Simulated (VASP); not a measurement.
# K (Im-3m) in VASP: a series of runs, part 2 of 3

VASP 6.6.1. The steps go on from the part before.

### 5 Single point, r2SCAN

This run uses another cell than the first one, of 74.54 Å³/atom, 1.031 times its volume.

File POSCAR:

```
K
1.0
   -2.6512413390      2.6512413390      2.6512413390
    2.6512413390     -2.6512413390      2.6512413390
    2.6512413390      2.6512413390     -2.6512413390
K
1
Direct
    0.0000000000      0.0000000000      0.0000000000
```

File INCAR.step1:

```
SYSTEM = K
ALGO = Normal ; EDIFF = 1E-4
ENCUT = 520 ; GGA = PE
ISMEAR = -1 ; LASPH = .True.
LCHARG = .False. ; LREAL = .False.
LWAVE = .True. ; NBANDS = 10
NELM = 80 ; PREC = Accurate
SIGMA = 0.1
```

File INCAR.step2:

```
SYSTEM = K
ALGO = Normal ; EDIFF = 1E-6
ENCUT = 520 ; ISIF = 2
ISMEAR = -1 ; ISTART = 1
LASPH = .True. ; LCHARG = .False.
LMIXTAU = .True. ; LREAL = .False.
LWAVE = .False. ; METAGGA = R2SCAN
NBANDS = 10 ; NELM = 80
PREC = Accurate ; SIGMA = 0.1
```

File KPOINTS:

```
k-points
0
Gamma
  9 9 9
  0 0 0
```

Potentials or basis: VASP PAW PBE potentials, release 64 (K_sv).

Command:

```
> cat potpaw_PBE.64/K_sv/POTCAR > POTCAR
> cp INCAR.step1 INCAR
> mpirun -np 1 vasp_std > vasp.out
> cp INCAR.step2 INCAR
> mpirun -np 1 vasp_std > vasp.out
```

OUTCAR:

```text
SYSTEM = K
   EDIFF = 1E-6
   ENCUT = 520
   ISIF = 2
   ISMEAR = -1
   ISTART = 1
   LASPH = .True.
   LREAL = .False.
   METAGGA = R2SCAN
   NELM = 80
   PREC = Accurate

 ion  position               nearest neighbor table
   1  0.000  0.000  0.000-

  LATTYP: Found a body centered cubic cell.
 ALAT       =     5.3024826780

  Lattice vectors:

 A1 = (  -2.6512413390,   2.6512413390,   2.6512413390)
 A2 = (   2.6512413390,  -2.6512413390,   2.6512413390)
 A3 = (   2.6512413390,   2.6512413390,  -2.6512413390)

Analysis of symmetry for initial positions (statically):
=====================================================================
 Subroutine PRICEL returns:
 Original cell was already a primitive cell.

 Routine SETGRP: Setting up the symmetry group for a
 body centered cubic supercell.

 Subroutine GETGRP returns: Found 48 space group operations
 (whereof 48 operations were pure point group operations)
 out of a pool of 48 trial point group operations.

The static configuration has the point symmetry O_h .

Analysis of symmetry for dynamics (positions and initial velocities):
=====================================================================
 Subroutine PRICEL returns:
 Original cell was already a primitive cell.

 Routine SETGRP: Setting up the symmetry group for a
 body centered cubic supercell.

 Subroutine GETGRP returns: Found 48 space group operations
 (whereof 48 operations were pure point group operations)
 out of a pool of 48 trial point group operations.

The dynamic configuration has the point symmetry O_h .

 Subroutine INISYM returns: Found 48 space group operations
 (whereof 48 operations are pure point group operations),
 and found     1 'primitive' translations

----------------------------------------------------------------------------------------

                                     Primitive cell

  volume of cell :      74.5432

  direct lattice vectors                    reciprocal lattice vectors
    -2.651241339  2.651241339  2.651241339     0.000000000  0.188590904  0.188590904
     2.651241339 -2.651241339  2.651241339     0.188590904  0.000000000  0.188590904
     2.651241339  2.651241339 -2.651241339     0.188590904  0.188590904  0.000000000

  length of vectors
     4.592084702  4.592084702  4.592084702     0.266707814  0.266707814  0.266707814

  position of ions in fractional coordinates (direct lattice)
     0.000000000  0.000000000  0.000000000

  ion indices of the primitive-cell ions
   primitive index   ion index
                 1           1

----------------------------------------------------------------------------------------

 KPOINTS: k-points

Automatic generation of k-mesh.
 Grid dimensions read from file:
 generate k-points for:    9    9    9

 Generating k-lattice:

  Cartesian coordinates                     Fractional coordinates (reciprocal lattice)
     0.000000000  0.020954545  0.020954545     0.111111111  0.000000000  0.000000000
     0.020954545  0.000000000  0.020954545     0.000000000  0.111111111  0.000000000
     0.020954545  0.020954545  0.000000000     0.000000000  0.000000000  0.111111111

  Length of vectors
     0.029634202  0.029634202  0.029634202

  Shift w.r.t. Gamma in fractional coordinates (k-lattice)
     0.000000000  0.000000000  0.000000000

 Subroutine IBZKPT returns following result:
 ===========================================

 Found     35 irreducible k-points:

 Following reciprocal coordinates:
            Coordinates               Weight
  0.000000  0.000000  0.000000      1.000000
  0.111111  0.000000  0.000000     12.000000
  0.222222  0.000000  0.000000     12.000000
  0.333333  0.000000  0.000000     12.000000
  0.444444  0.000000  0.000000     12.000000
  0.111111  0.111111  0.000000     24.000000
[... 16 lines left out ...]
 -0.333333  0.444444  0.111111     48.000000
 -0.444444 -0.444444  0.111111     24.000000
 [... further k-points ...]
   k-points           NKPTS =     35   k-points in BZ     NKDIM =     35   number of bands    NBANDS=     10
   number of dos      NEDOS =    301   number of ions     NIONS =      1
   total plane-waves  NPLWV =  46656
   dimension x,y,z NGX =    36 NGY =   36 NGZ =   36
   dimension x,y,z NGXF=    72 NGYF=   72 NGZF=   72
   ions per type =               1
   NGX,Y,Z   is equivalent  to a cutoff of  13.03, 13.03, 13.03 a.u.
   NGXF,Y,Z  is equivalent  to a cutoff of  26.07, 26.07, 26.07 a.u.
 SYSTEM =  K
   PREC   = accura    normal or accurate (medium, high low for compatibility)
   ISTART =      1    job   : 0-new  1-cont  2-samecut
   ICHARG =      0    charge: 1-file 2-atom 10-const
   ISPIN  =      1    spin polarized calculation?
   LNONCOLLINEAR =      F non collinear calculations
   LSORBIT =      F    spin-orbit coupling
   LASPH  =      T    aspherical Exc in radial PAW
   ENCUT  =  520.0 eV  38.22 Ry    6.18 a.u.   8.54  8.54  8.54*2*pi/ulx,y,z
   NELM   =     80;   NELMIN=  2; NELMDL=  0     # of ELM steps
   EDIFF  = 0.1E-05   stopping-criterion for ELM
   LREAL  =      F    real-space projection
   EDIFFG = 0.1E-04   stopping-criterion for IOM
   NSW    =      0    number of steps for IOM
   IBRION =     -1    ionic relax: 0-MD 1-quasi-New 2-CG
   NFREE  =      0    steps in history (QN), initial steepest desc. (CG)
   ISIF   =      2    stress and relaxation
   ISYM   =      2    0-nonsym 1-usesym 2-fastsym
   POTIM  = 0.5000    time-step for ionic-motion
   TEBEG  =    0.0;   TEEND  =   0.0 temperature during run
   PSTRESS=    0.0 pullay stress
   NELECT =       9.0000    total number of electrons
   NUPDOWN=      -1.0000    fix difference up-down
   EMIN   =  10.00;   EMAX   =-10.00  energy-range for DOS
   EFERMI =   0.00;   METHOD = LEGACY
   ISMEAR =    -1;   SIGMA  =   0.10  broadening in eV -4-tet -1-fermi 0-gaus
   EFERMI_NEDOS =   21; number of points for ismear=-14 and -15
   IALGO  =     38    algorithm
   IMIX   =      4    mixing-type and parameters
     AMIX     =   0.40;   BMIX     =  1.00
     AMIX_MAG =   1.60;   BMIX_MAG =  1.00
  volume/ion in A,a.u.               =      74.54       503.04
  Fermi-wavevector in a.u.,A,eV,Ry     =   0.809133  1.529039  8.907676  0.654696
  Thomas-Fermi vector in A             =   1.918067
   LORBIT       =      0    0 simple, 1 ext, 2 COOP (PROOUT), +10 PAW based schemes
   METAGGA = R2SCAN    functional components
   LHFCALC =     F    Hartree Fock is set to
   AEXX    =    0.0000 exact exchange contribution
   IVDW    =     0    specifies the selected vdW correction
   LEPSILON=     F    determine dielectric tensor
   LRPA    =     F    only Hartree local field effects (RPA)
 non-spin polarized calculation
  energy-cutoff  :      520.00
  volume of cell :       74.54
 maximum number of plane-waves:      2022
 NGX is ok and might be reduce to    36
   NGX = 17   NGY = 17   NGZ = 17

 number of electron       9.0000002 magnetization

 Free energy of the ion-electron system (eV)
  ---------------------------------------------------
  ext. energy  EPLUGINS =         0.00000000
  ---------------------------------------------------
  free energy    TOTEN  =        -6.02511025 eV

  energy without entropy =       -6.00328796  energy(sigma->0) =       -6.01419911

 E-fermi :  -0.0876     XC(G=0):  -5.8726

 val. band max:       -0.1647581517   @ k =  -0.3333   0.4444   0.1111
 cond. band min:      -0.0324949015   @ k =   0.4444   0.0000   0.0000
 fundamental gap:      0.1322632502
 Fermi energy:        -0.0876473357

 k-point     1 :       0.0000    0.0000    0.0000
  band No.  band energies     occupation
      1     -33.7575      2.00000
      2     -16.4297      2.00000
      3     -16.4297      2.00000
      4     -16.4297      2.00000
      5      -2.3772      2.00000
      6       4.6457      0.00000
      7       4.6458      0.00000
      8       4.6458      0.00000
      9       5.5982      0.00000
     10       5.5982      0.00000

 k-point     2 :       0.1111    0.0000    0.0000
  band No.  band energies     occupation
      1     -33.7571      2.00000
      2     -16.4377      2.00000
      3     -16.4323      2.00000
      4     -16.4298      2.00000
      5      -2.2158      2.00000
      6       4.3464      0.00000
      7       4.4282      0.00000
      8       4.7725      0.00000
      9       5.3608      0.00000
     10       5.5482      0.00000
[... 274 lines left out ...]
 k-point    24 :      -0.4444   -0.4444    0.1111
  band No.  band energies     occupation
      1     -33.7527      2.00000
      2     -16.4892      2.00000
      3     -16.4614      2.00000
      4     -16.4402      2.00000
      5       0.7689      0.00038
      6       0.8908      0.00011
      7       2.9158      0.00000
      8       4.5139      0.00000
      9       5.6777      0.00000
     10       6.2899      0.00000

 [... further k-points ...]
[... 5 lines left out ...]
  --------------------------------------------------------------------------------------
  -------------------------------------------------------------------------------------
  Total        0.0334606      0.0334606      0.0334606      0.0000000      0.0000000     -0.0000000
  in kB        0.7191784      0.7191784      0.7191784      0.0000000      0.0000000     -0.0000000
  external PRESSURE =       0.7191784 kB  Pullay stress =       0.0000000 kB

 VOLUME and BASIS-vectors are now :
 -----------------------------------------------------------------------------
  energy-cutoff  :      520.00
  volume of cell :       74.54
      direct lattice vectors                 reciprocal lattice vectors
    -2.651241339  2.651241339  2.651241339     0.000000000  0.188590904  0.188590904
     2.651241339 -2.651241339  2.651241339     0.188590904  0.000000000  0.188590904
     2.651241339  2.651241339 -2.651241339     0.188590904  0.188590904  0.000000000

 POSITION                                       TOTAL-FORCE (eV/Angst)
 -----------------------------------------------------------------------------------
      0.00000      0.00000      0.00000         0.000000     -0.000000     -0.000000
 -----------------------------------------------------------------------------------
    total drift:                               -0.000000      0.000000      0.000000

  FREE ENERGIE OF THE ION-ELECTRON SYSTEM (eV)
  ---------------------------------------------------
  free  energy   TOTEN  =        -6.0251102549 eV

  energy  without entropy=       -6.0032879632  energy(sigma->0) =       -6.01419911
```

OUTCAR.step1:

```text
SYSTEM = K
   EDIFF = 1E-4
   ENCUT = 520
   GGA = PE
   ISMEAR = -1
[... 528 lines left out ...]

 POSITION                                       TOTAL-FORCE (eV/Angst)
 -----------------------------------------------------------------------------------
      0.00000      0.00000      0.00000         0.000000     -0.000000     -0.000000
 -----------------------------------------------------------------------------------
    total drift:                               -0.000000      0.000000      0.000000

  FREE ENERGIE OF THE ION-ELECTRON SYSTEM (eV)
  ---------------------------------------------------
  free  energy   TOTEN  =        -1.0615327030 eV

  energy  without entropy=       -1.0379414818  energy(sigma->0) =       -1.04973709
```

It took 65 s on 1 thread of Intel Xeon Platinum 8488C (Sapphire Rapids), shared host; peak memory 0.21 GiB.

What came out:

```
Free energy : -6.0251 eV
Pressure    : 0.1 GPa
```

Levels at points of the mesh, in eV from the Fermi level:
| k point | band 1 | band 2 | band 3 | band 4 | band 5 | band 6 | band 7 | band 8 | band 9 |
| --- | --- | --- | --- | --- | --- | --- | --- | --- | --- |
| (0.00, 0.00, 0.00) | -33.67 | -16.34 | -16.34 | -16.34 | -2.29 | 4.73 | 4.73 | 4.73 | 5.69 |

Caveat: the PAW data sets were made with another functional, which shifts forces and pressure a little.

[end of part 2 of 3]
